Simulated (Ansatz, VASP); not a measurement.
**Two plane-wave programs on Al2Cu**

```
Cu Al
1.0
    -3.01314    3.01314    2.42213
     3.01314   -3.01314    2.42213
     3.01314    3.01314   -2.42213
Cu Al
2 4
Direct
  0.25000 0.25000 0.00000
  0.75000 0.75000 0.00000
  0.34190 0.15810 0.50000
  0.84190 0.34190 0.18380
  0.65810 0.84190 0.50000
  0.15810 0.65810 0.81620
```

Alike in both runs: task single point; functional r2SCAN; k mesh 7 × 7 × 7; occupations fermi-dirac, width 0.05 eV; no spin polarisation.

```csv
,VASP,Ansatz
version,VASP 6.6.1,Ansatz 0.2.0
potentials or method,"VASP PAW PBE potentials, release 64 (Cu, Al)",Ansatz PAW
plane-wave cutoff (eV),520,500
valence electrons in the cell,34,50
```

VASP gave:

* gap on the k mesh at the Fermi level (eV): none
* pressure (GPa): -2.0
* rms of the force components (eV/Å): 0.036

Question: Estimate Ansatz's values.

Answer: gap on the k mesh at the Fermi level (eV): none; pressure (GPa): -1.9; rms of the force components (eV/Å): 0.037.

VASP's potentials were made for PBE, not for r2SCAN. Atom by atom the forces differ by 0.002 eV/Å (rms over components). A gap of «none» marks a metal or a gap that the smearing closes. VASP's potentials hold 34 valence electrons a cell and Ansatz's 50, so a difference there can come from the potentials and not from the codes.
